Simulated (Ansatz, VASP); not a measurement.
One calculation of H15NO6, two programs

```xyz
22
Lattice="6.0277 0.0000 0.0000 0.0000 6.0277 0.0000 0.0000 0.0000 6.0277" Properties=species:S:1:pos:R:3 pbc="T T T"
O     1.3417    5.5933    1.9795
O     0.8069    2.4847    5.3627
O     2.0567    4.6308    4.4653
O     3.1638    2.9605    1.7731
O     4.3466    1.3066   -0.0233
O     5.2461    4.8097    0.6446
H     1.6898    6.4061    1.5839
H     0.5637    5.3190    1.4081
H     1.3474    3.2628    5.0185
H     1.1643    1.7270    4.8730
H     3.0255    4.7989    4.3325
H     1.7043    4.9207    3.5918
H     3.8978    3.6090    1.8165
H     2.4010    3.5281    1.5426
H     3.8263    1.9002    0.5803
H     5.1713    1.8095   -0.2097
H     4.8460    5.6634    0.3224
H     5.4877    4.2957   -0.1437
H     4.1516    0.6351    4.1517
H     5.4307   -0.1712    3.5116
H     4.1026    0.0331    2.6085
N     4.4065   -0.1739    3.5652
```

Alike in both runs: functional PBE; dispersion D3(BJ); k mesh 1 × 1 × 1; occupations fermi-dirac, width 0.05 eV; no spin polarisation.

Ansatz relaxed the structure, and its values are those at the end. VASP's run is a single point on that final structure, the one shown.

|  | VASP | Ansatz |
| --- | --- | --- |
| version | VASP 6.6.1 | Ansatz 0.2.0 |
| potentials or method | VASP PAW PBE potentials, release 64 (O_h, H_h, N_h), cutoff 1000 eV | scalar-relativistic, plane waves, PAW |
| valence electrons in the cell | 56 | 56 |

Ansatz gave:

* rms of the force components (eV/Å): 0.069

Question: What did VASP give for the same quantities?

Answer: rms of the force components (eV/Å): 0.070.
